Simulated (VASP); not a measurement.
# Mg3Sb2 (P-3m1) in VASP: a series of runs, part 2 of 2

VASP 6.6.1.

## Step 3: Single point, r2SCAN

The input, POSCAR:

```
Mg3Sb2
1.0
    4.5715054100      0.0000000000      0.0000000000
   -2.2857527000      3.9590398200      0.0000000000
    0.0000000000      0.0000000000      7.2448996400
Mg Sb
3 2
Direct
    0.3333333300      0.6666666700      0.6335056500
    0.6666666700      0.3333333300      0.3664943500
    0.0000000000      0.0000000000      0.0000000000
    0.3333333300      0.6666666700      0.2286768400
    0.6666666700      0.3333333300      0.7713231600
```

The input, INCAR.step1:

```
PREC = Accurate
ENCUT = 660
ISMEAR = -1
SIGMA = 0.02
LREAL = F
LASPH = T
NELM = 120
NBANDS = 16
GGA = PE
ALGO = Normal
EDIFF = 1E-5
LWAVE = T
LCHARG = F
GGA_COMPAT = F
```

The input, INCAR.step2:

```
PREC = Accurate
ENCUT = 660
EDIFF = 1E-6
ISMEAR = -1
SIGMA = 0.02
LREAL = F
LASPH = T
NELM = 120
ALGO = Normal
ISIF = 2
LWAVE = F
LCHARG = F
METAGGA = R2SCAN
LMIXTAU = T
NBANDS = 16
ISTART = 1
GGA_COMPAT = F
```

The input, KPOINTS:

```
regular mesh
0
Gamma
  6 6 4
```

Potentials or basis: VASP PAW PBE potentials, release 64 (Mg, Sb).

Command:

```sh
$ cat potpaw_PBE.64/Mg/POTCAR potpaw_PBE.64/Sb/POTCAR > POTCAR
$ cp INCAR.step1 INCAR
$ mpirun -np 1 vasp_std > vasp.out
$ cp INCAR.step2 INCAR
$ mpirun -np 1 vasp_std > vasp.out
```

OUTCAR:

```text
PREC = Accurate
   ENCUT = 660
   EDIFF = 1E-6
   ISMEAR = -1
   LREAL = F
   LASPH = T
   NELM = 120
   ISIF = 2
   METAGGA = R2SCAN
   ISTART = 1

 ion  position               nearest neighbor table
   1  0.333  0.667  0.634-   5 2.82   5 2.82   5 2.82   4 2.93   2 3.27   2 3.27   2 3.27
   2  0.667  0.333  0.366-   4 2.82   4 2.82   4 2.82   5 2.93   1 3.27   1 3.27   1 3.27
   3  0.000  0.000  0.000-   4 3.12   5 3.12   4 3.12   5 3.12   5 3.12   4 3.12
   4  0.333  0.667  0.229-   2 2.82   2 2.82   2 2.82   1 2.93   3 3.12   3 3.12   3 3.12
   5  0.667  0.333  0.771-   1 2.82   1 2.82   1 2.82   2 2.93   3 3.12   3 3.12   3 3.12

  LATTYP: Found a hexagonal cell.
 ALAT       =     4.5715054100
 C/A-ratio  =     1.5847951583

  Lattice vectors:

 A1 = (   4.5715054100,   0.0000000000,   0.0000000000)
 A2 = (  -2.2857527000,   3.9590398200,   0.0000000000)
 A3 = (   0.0000000000,   0.0000000000,   7.2448996400)

Analysis of symmetry for initial positions (statically):
=====================================================================
 Subroutine PRICEL returns:
 Original cell was already a primitive cell.

 Routine SETGRP: Setting up the symmetry group for a
 hexagonal supercell.

 Subroutine GETGRP returns: Found 12 space group operations
 (whereof 12 operations were pure point group operations)
 out of a pool of 24 trial point group operations.

The static configuration has the point symmetry D_3d.

Analysis of symmetry for dynamics (positions and initial velocities):
=====================================================================
 Subroutine PRICEL returns:
 Original cell was already a primitive cell.

 Routine SETGRP: Setting up the symmetry group for a
 hexagonal supercell.

 Subroutine GETGRP returns: Found 12 space group operations
 (whereof 12 operations were pure point group operations)
 out of a pool of 24 trial point group operations.

The dynamic configuration has the point symmetry D_3d.

 Subroutine INISYM returns: Found 12 space group operations
 (whereof 12 operations are pure point group operations),
 and found     1 'primitive' translations

----------------------------------------------------------------------------------------

                                     Primitive cell

  volume of cell :     131.1238

  direct lattice vectors                    reciprocal lattice vectors
     4.571505410  0.000000000  0.000000000     0.218746323  0.126293248  0.000000000
    -2.285752700  3.959039820  0.000000000     0.000000000  0.252586497  0.000000000
     0.000000000  0.000000000  7.244899640     0.000000000  0.000000000  0.138028137

  length of vectors
     4.571505410  4.571505409  7.244899640     0.252586497  0.252586497  0.138028137

  position of ions in fractional coordinates (direct lattice)
     0.333333330  0.666666670  0.633505650
     0.666666670  0.333333330  0.366494350
     0.000000000  0.000000000  0.000000000
     0.333333330  0.666666670  0.228676840
     0.666666670  0.333333330  0.771323160

  ion indices of the primitive-cell ions
   primitive index   ion index
                 1           1
                 2           2
[... 27 lines left out ...]

 Found     24 irreducible k-points:

 Following reciprocal coordinates:
            Coordinates               Weight
  0.000000  0.000000  0.000000      1.000000
  0.166667 -0.000000  0.000000      6.000000
  0.333333  0.000000  0.000000      6.000000
  0.500000  0.000000  0.000000      3.000000
  0.166667  0.166667  0.000000      6.000000
  0.333333  0.166667  0.000000     12.000000
[... 16 lines left out ...]
  0.333333  0.166667  0.500000     12.000000
  0.333333  0.333333  0.500000      2.000000
   k-points           NKPTS =     24   k-points in BZ     NKDIM =     24   number of bands    NBANDS=     16
   number of dos      NEDOS =    301   number of ions     NIONS =      5
   total plane-waves  NPLWV = 102400
   dimension x,y,z NGX =    40 NGY =   40 NGZ =   64
   dimension x,y,z NGXF=    80 NGYF=   80 NGZF=  128
   ions per type =               3   2
   NGX,Y,Z   is equivalent  to a cutoff of  14.55, 14.55, 14.69 a.u.
   NGXF,Y,Z  is equivalent  to a cutoff of  29.09, 29.09, 29.37 a.u.
 SYSTEM =  unknown system
   PREC   = accura    normal or accurate (medium, high low for compatibility)
   ISTART =      1    job   : 0-new  1-cont  2-samecut
   ICHARG =      0    charge: 1-file 2-atom 10-const
   ISPIN  =      1    spin polarized calculation?
   LNONCOLLINEAR =      F non collinear calculations
   LSORBIT =      F    spin-orbit coupling
   LASPH  =      T    aspherical Exc in radial PAW
   ENCUT  =  660.0 eV  48.51 Ry    6.96 a.u.   9.58  9.58 15.18*2*pi/ulx,y,z
   NELM   =    120;   NELMIN=  2; NELMDL=  0     # of ELM steps
   EDIFF  = 0.1E-05   stopping-criterion for ELM
   LREAL  =      F    real-space projection
   EDIFFG = 0.1E-04   stopping-criterion for IOM
   NSW    =      0    number of steps for IOM
   IBRION =     -1    ionic relax: 0-MD 1-quasi-New 2-CG
   NFREE  =      0    steps in history (QN), initial steepest desc. (CG)
   ISIF   =      2    stress and relaxation
   ISYM   =      2    0-nonsym 1-usesym 2-fastsym
   POTIM  = 0.5000    time-step for ionic-motion
   TEBEG  =    0.0;   TEEND  =   0.0 temperature during run
   PSTRESS=    0.0 pullay stress
   NELECT =      16.0000    total number of electrons
   NUPDOWN=      -1.0000    fix difference up-down
   EMIN   =  10.00;   EMAX   =-10.00  energy-range for DOS
   EFERMI =   0.00;   METHOD = LEGACY
   ISMEAR =    -1;   SIGMA  =   0.02  broadening in eV -4-tet -1-fermi 0-gaus
   EFERMI_NEDOS =   21; number of points for ismear=-14 and -15
   IALGO  =     38    algorithm
   IMIX   =      4    mixing-type and parameters
     AMIX     =   0.40;   BMIX     =  1.00
     AMIX_MAG =   1.60;   BMIX_MAG =  1.00
  volume/ion in A,a.u.               =      26.22       176.97
  Fermi-wavevector in a.u.,A,eV,Ry     =   0.811997  1.534452  8.970850  0.659339
  Thomas-Fermi vector in A             =   1.921459
   LORBIT       =      0    0 simple, 1 ext, 2 COOP (PROOUT), +10 PAW based schemes
   METAGGA = R2SCAN    functional components
   LHFCALC =     F    Hartree Fock is set to
   AEXX    =    0.0000 exact exchange contribution
   IVDW    =     0    specifies the selected vdW correction
   LEPSILON=     F    determine dielectric tensor
   LRPA    =     F    only Hartree local field effects (RPA)
 non-spin polarized calculation
  energy-cutoff  :      660.00
  volume of cell :      131.12
 maximum number of plane-waves:      5095
 NGX is ok and might be reduce to    40
   NGX = 19   NGY = 19   NGZ = 31

 number of electron      16.0000000 magnetization

 Free energy of the ion-electron system (eV)
  ---------------------------------------------------
  ext. energy  EPLUGINS =         0.00000000
  ---------------------------------------------------
  free energy    TOTEN  =       -66.25312704 eV

  energy without entropy =      -66.25312703  energy(sigma->0) =      -66.25312703

 E-fermi :   4.6202     XC(G=0):  -9.1717

 val. band max:        4.3447110622   @ k =   0.0000   0.0000   0.0000
 cond. band min:       4.9096374417   @ k =   0.3333   0.3333   0.0000
 fundamental gap:      0.5649263794
 Fermi energy:         4.6201728228

 k-point     1 :       0.0000    0.0000    0.0000
  band No.  band energies     occupation
      1      -6.3392      2.00000
      2      -5.0331      2.00000
      3      -0.6896      2.00000
      4       3.1900      2.00000
      5       3.1900      2.00000
      6       3.9271      2.00000
[... 433 lines left out ...]
      3      -0.0470      2.00000
      4      -0.0470      2.00000
      5       0.3039      2.00000
      6       0.8903      2.00000
[... 8 lines left out ...]
     15      10.0175      0.00000
     16      10.3382      0.00000

------------------------ aborting loop because EDIFF is reached ----------------------------------------

  FORCE on cell =-STRESS in cart. coord.  units (eV):
  Direction    XX          YY          ZZ          XY          YZ          ZX
  --------------------------------------------------------------------------------------
  -------------------------------------------------------------------------------------
  Total       -0.0761111     -0.0761111     -0.0508886     -0.0000000      0.0000000     -0.0000000
  in kB       -0.9299875     -0.9299875     -0.6217982     -0.0000000      0.0000000     -0.0000000
  external PRESSURE =      -0.8272578 kB  Pullay stress =       0.0000000 kB

 VOLUME and BASIS-vectors are now :
 -----------------------------------------------------------------------------
  energy-cutoff  :      660.00
  volume of cell :      131.12
      direct lattice vectors                 reciprocal lattice vectors
     4.571505410  0.000000000  0.000000000     0.218746323  0.126293248  0.000000000
    -2.285752700  3.959039820  0.000000000     0.000000000  0.252586497  0.000000000
     0.000000000  0.000000000  7.244899640     0.000000000  0.000000000  0.138028137

 POSITION                                       TOTAL-FORCE (eV/Angst)
 -----------------------------------------------------------------------------------
     -0.00000      2.63936      4.58968        -0.000000     -0.000000      0.000749
      2.28575      1.31968      2.65521        -0.000000      0.000000     -0.000749
      0.00000      0.00000      0.00000        -0.000000      0.000000      0.000000
     -0.00000      2.63936      1.65674        -0.000000      0.000000     -0.009191
      2.28575      1.31968      5.58816         0.000000     -0.000000      0.009191
 -----------------------------------------------------------------------------------
    total drift:                                0.000000     -0.000000      0.000000

  FREE ENERGIE OF THE ION-ELECTRON SYSTEM (eV)
  ---------------------------------------------------
  free  energy   TOTEN  =       -66.2531270383 eV

  energy  without entropy=      -66.2531270295  energy(sigma->0) =      -66.25312703
```

Wall time 4.4 min (1 thread of Intel Xeon 6975P-C (Granite Rapids), shared host); peak memory 0.38 GiB.

What came out:

```yaml
Free_energy: -66.2531 eV
Pressure: -0.1 GPa
Largest_force: 0.009 eV/Å
Band_gap_on_the_k_mesh: 0.56 eV (least direct gap 1.74 eV)
```

Forces in eV/Å, atoms in the order of the input:
```
Mg   0.000  0.000  0.001
Mg   0.000  0.000 -0.001
Mg   0.000  0.000  0.000
Sb   0.000  0.000 -0.009
Sb   0.000  0.000  0.009
```

Caveat: the PAW data sets were made with another functional, which shifts forces and pressure a little; spin-orbit coupling is left out, which moves the levels of the heavy elements.

## Step 4: Single point, r2SCAN

The input, POSCAR:

```
Mg3Sb2
1.0
    4.5715054108     -0.0000000029      0.0000000000
   -2.2857527029      3.9590398207      0.0000000000
    0.0000000000      0.0000000000      7.2448996400
Mg Sb
3 2
Direct
    0.3333333333      0.6666666667      0.6335056500
    0.6666666667      0.3333333333      0.3664943500
    0.0000000000      0.0000000000      0.0000000000
    0.3333333333      0.6666666667      0.2286768400
    0.6666666667      0.3333333333      0.7713231600
```

The input, INCAR.step1:

```
PREC     = Accurate       # precision mode
ENCUT    = 660            # plane-wave cutoff, eV
ISMEAR   = -1             # smearing method
SIGMA    = 0.02           # smearing width, eV
LREAL    = False          # projectors in reciprocal space
LASPH    = True           # aspherical terms in the spheres
NELM     = 120            # most SCF steps
NBANDS   = 16             # bands
GGA      = PE             # functional
ALGO     = Normal         # electronic algorithm
EDIFF    = 1E-5           # SCF threshold, eV
LWAVE    = True           # write WAVECAR
LCHARG   = False          # write CHGCAR
GGA_COMPAT= False
```

The input, INCAR.step2:

```
PREC     = Accurate       # precision mode
ENCUT    = 660            # plane-wave cutoff, eV
EDIFF    = 1E-6           # SCF threshold, eV
ISMEAR   = -1             # smearing method
SIGMA    = 0.02           # smearing width, eV
LREAL    = False          # projectors in reciprocal space
LASPH    = True           # aspherical terms in the spheres
NELM     = 120            # most SCF steps
ALGO     = Normal         # electronic algorithm
ISIF     = 2              # what is computed and relaxed
LWAVE    = False          # write WAVECAR
LCHARG   = False          # write CHGCAR
METAGGA  = R2SCAN         # meta-GGA
LMIXTAU  = True         
NBANDS   = 16             # bands
ISTART   = 1            
GGA_COMPAT= False
```

KPOINTS is that of step 3.

Command:

```sh
$ cat potpaw_PBE.64/Mg/POTCAR potpaw_PBE.64/Sb/POTCAR > POTCAR
$ cp INCAR.step1 INCAR
$ mpirun -np 1 vasp_std > vasp.out
$ cp INCAR.step2 INCAR
$ mpirun -np 1 vasp_std > vasp.out
```

Wall time 4.7 min (1 thread of Intel Xeon 6975P-C (Granite Rapids), shared host); peak memory 0.38 GiB.

Results (log left out):

```yaml
Free_energy: -66.2531 eV
Pressure: -0.1 GPa
Largest_force: 0.009 eV/Å
Band_gap_on_the_k_mesh: 0.56 eV (least direct gap 1.74 eV)
```

Forces on the atoms (eV/Å):
```
Mg   0.000  0.000  0.001
Mg   0.000  0.000 -0.001
Mg   0.000  0.000  0.000
Sb   0.000  0.000 -0.009
Sb   0.000  0.000  0.009
```

Levels at points of the mesh, in eV from the valence-band top:
```csv
k point,band 4,band 5,band 6,band 7,band 8,band 9,band 10,band 11,band 12,band 13
"(0.00, 0.00, 0.00)",-1.15,-1.15,-0.42,-0.42,0.00,1.77,1.78,3.41,3.41,4.26
"(0.50, 0.00, 0.00)",-3.86,-3.32,-2.39,-2.20,-0.96,0.79,2.43,2.46,3.15,5.50
"(0.00, 0.00, 0.50)",-3.01,-0.84,-0.84,-0.76,-0.76,2.28,2.45,3.06,3.06,3.92
"(0.50, 0.00, 0.50)",-4.71,-1.91,-1.73,-1.69,-1.57,0.87,1.68,2.15,2.58,4.97
```

Caveat: the PAW data sets were made with another functional, which shifts forces and pressure a little; spin-orbit coupling is left out, which moves the levels of the heavy elements. A k mesh can miss the band edges.

## Step 5: Single point, r2SCAN

This run uses another cell than the first one, of 26.75 Å³/atom.

The input, POSCAR:

```
Mg3Sb2
1.0
    4.6017811616      0.0000000000      0.0000000000
   -2.3008905808      3.9852593886      0.0000000000
    0.0000000000      0.0000000000      7.2928805100
Mg Sb
3 2
Direct
    0.3333333333      0.6666666667      0.6339256734
    0.6666666667      0.3333333333      0.3660743266
    0.0000000000      0.0000000000      0.0000000000
    0.3333333333      0.6666666667      0.2297715240
    0.6666666667      0.3333333333      0.7702284760
```

The input, INCAR.step1:

```
ALGO = Normal
EDIFF = 1E-5
ENCUT = 660
GGA = PE
GGA_COMPAT = False
ISMEAR = -1
LASPH = True
LCHARG = False
LREAL = False
LWAVE = True
NBANDS = 16
NELM = 120
PREC = Accurate
SIGMA = 0.02
```

The input, INCAR.step2:

```
ALGO = Normal
EDIFF = 1E-6
ENCUT = 660
GGA_COMPAT = False
ISIF = 2
ISMEAR = -1
ISTART = 1
LASPH = True
LCHARG = True
LELF = True
LMIXTAU = True
LREAL = False
LVHAR = True
LWAVE = False
METAGGA = R2SCAN
NBANDS = 16
NELM = 120
PREC = Accurate
SIGMA = 0.02
```

The input, KPOINTS:

```
k-points
0
Gamma
  6 6 4
```

Command:

```sh
$ cat potpaw_PBE.64/Mg/POTCAR potpaw_PBE.64/Sb/POTCAR > POTCAR
$ cp INCAR.step1 INCAR
$ mpirun -np 1 vasp_std > vasp.out
$ cp INCAR.step2 INCAR
$ mpirun -np 1 vasp_std > vasp.out
```

Run time: 5.2 min. Hardware: 1 thread of Intel Xeon 6975P-C (Granite Rapids), shared host; peak memory 0.38 GiB.

Results (log left out):

```yaml
Free_energy: -66.2443 eV
Pressure: -1.0 GPa
Largest_force: 0.008 eV/Å
Band_gap_on_the_k_mesh: 0.59 eV (least direct gap 1.67 eV)
```

Forces on the atoms (eV/Å):
```
Mg   0.000  0.000 -0.003
Mg   0.000  0.000  0.003
Mg   0.000  0.000  0.000
Sb   0.000  0.000 -0.008
Sb   0.000  0.000  0.008
```

Stress tensor (GPa, compression positive):
```
-1.00  0.00  0.00
 0.00 -1.00  0.00
 0.00  0.00 -0.88
```

Levels at points of the mesh, in eV from the valence-band top:
```
           k point  band 4  band 5  band 6  band 7  band 8  band 9  band 10  band 11  band 12  band 13
(0.00, 0.00, 0.00)   -1.13   -1.13   -0.41   -0.41    0.00    1.67     1.73     3.40     3.40     4.28
(0.50, 0.00, 0.00)   -3.79   -3.24   -2.33   -2.15   -0.94    0.80     2.40     2.47     3.17     5.47
(0.00, 0.00, 0.50)   -2.95   -0.83   -0.83   -0.73   -0.73    2.25     2.39     3.06     3.06     3.92
(0.50, 0.00, 0.50)   -4.62   -1.85   -1.70   -1.65   -1.53    0.83     1.70     2.14     2.62     4.97
```

Caveat: the PAW data sets were made with another functional, which shifts forces and pressure a little; spin-orbit coupling is left out, which moves the levels of the heavy elements.

## Step 6: Single point, r2SCAN

This run uses another cell than the first one, of 27.27 Å³/atom.

The input, POSCAR:

```
Mg3Sb2
1.0
    4.6316636915      0.0000000029      0.0000000000
   -2.3158318483      4.0111384172      0.0000000000
    0.0000000000      0.0000000000      7.3402382000
Mg Sb
3 2
Direct
    0.3333333333      0.6666666667      0.6341114908
    0.6666666667      0.3333333333      0.3658885092
    0.0000000000      0.0000000000      0.0000000000
    0.3333333333      0.6666666667      0.2308225319
    0.6666666667      0.3333333333      0.7691774681
```

The input, INCAR.step1:

```
SYSTEM = Mg3Sb2
PREC = Accurate
ENCUT = 660
ISMEAR = -1
SIGMA = 0.02
LREAL = .FALSE.
LASPH = .TRUE.
NELM = 120
NBANDS = 16
GGA = PE
ALGO = Normal
EDIFF = 1E-5
LWAVE = .TRUE.
LCHARG = .FALSE.
GGA_COMPAT = .FALSE.
```

The input, INCAR.step2:

```
SYSTEM = Mg3Sb2
PREC = Accurate
ENCUT = 660
EDIFF = 1E-6
ISMEAR = -1
SIGMA = 0.02
LREAL = .FALSE.
LASPH = .TRUE.
NELM = 120
ALGO = Normal
ISIF = 2
LWAVE = .FALSE.
LCHARG = .TRUE.
METAGGA = R2SCAN
LMIXTAU = .TRUE.
LELF = .TRUE.
LVHAR = .TRUE.
NBANDS = 16
ISTART = 1
GGA_COMPAT = .FALSE.
```

The input, KPOINTS:

```
Automatic mesh
0
G
  6 6 4
  0 0 0
```

Potentials or basis: VASP PAW PBE potentials, release 64 (Mg, Sb).

Command:

```sh
$ cat potpaw_PBE.64/Mg/POTCAR potpaw_PBE.64/Sb/POTCAR > POTCAR
$ cp INCAR.step1 INCAR
$ mpirun -np 1 vasp_std > vasp.out
$ cp INCAR.step2 INCAR
$ mpirun -np 1 vasp_std > vasp.out
```

It took 4.3 min on 1 thread of Intel Xeon 6975P-C (Granite Rapids), shared host; peak memory 0.38 GiB.

It converged, with:

```yaml
Free_energy: -66.2219 eV
Pressure: -1.7 GPa
Largest_force: 0.006 eV/Å
Band_gap_on_the_k_mesh: 0.61 eV (least direct gap 1.57 eV)
```

Forces on the atoms (eV/Å):
```
Mg   0.000  0.000 -0.002
Mg   0.000  0.000  0.002
Mg   0.000  0.000  0.000
Sb   0.000  0.000 -0.006
Sb   0.000  0.000  0.006
```

Stress tensor (GPa, compression positive):
```
-1.82  0.00  0.00
 0.00 -1.82  0.00
 0.00  0.00 -1.61
```

Levels at points of the mesh, in eV from the valence-band top:
| k point | band 6 | band 7 | band 8 | band 9 | band 10 | band 11 |
| --- | --- | --- | --- | --- | --- | --- |
| (0.00, 0.00, 0.00) | -0.39 | -0.39 | 0.00 | 1.57 | 1.70 | 3.40 |
| (0.50, 0.00, 0.00) | -2.28 | -2.10 | -0.91 | 0.81 | 2.37 | 2.47 |
| (0.00, 0.00, 0.50) | -0.81 | -0.70 | -0.70 | 2.23 | 2.32 | 3.06 |
| (0.50, 0.00, 0.50) | -1.67 | -1.62 | -1.49 | 0.80 | 1.72 | 2.13 |

Caveat: the PAW data sets were made with another functional, which shifts forces and pressure a little; spin-orbit coupling is left out, which moves the levels of the heavy elements. A k mesh can miss the band edges.

## Step 7: Summary

```tsv
cell	gap on the mesh (eV)	pressure (GPa)	largest force (eV/Å)
a = 4.572, b = 4.572, c = 7.245 Å, angles 90.0, 90.0, 120.0°, 5 atoms, atomic positions A	0.56	-0.1	0.01
a = 4.602, b = 4.602, c = 7.293 Å, angles 90.0, 90.0, 120.0°, 5 atoms, atomic positions B	0.59	-1.0	0.01
a = 4.632, b = 4.632, c = 7.340 Å, angles 90.0, 90.0, 120.0°, 5 atoms, atomic positions C	0.61	-1.7	0.01
```

Alike in all rows: task single point; level r2SCAN; potentials or basis VASP PAW PBE potentials, release 64 (Mg, Sb); no spin polarisation; k mesh 6 × 6 × 4; cutoff (eV) 660; smearing fermi-dirac 0.02 eV.

Caveats: the PAW data sets were made with another functional, which shifts forces and pressure a little; spin-orbit coupling is left out, which moves the levels of the heavy elements.

Total energies depend on the potentials used, so only differences within one code and one set of settings carry meaning.
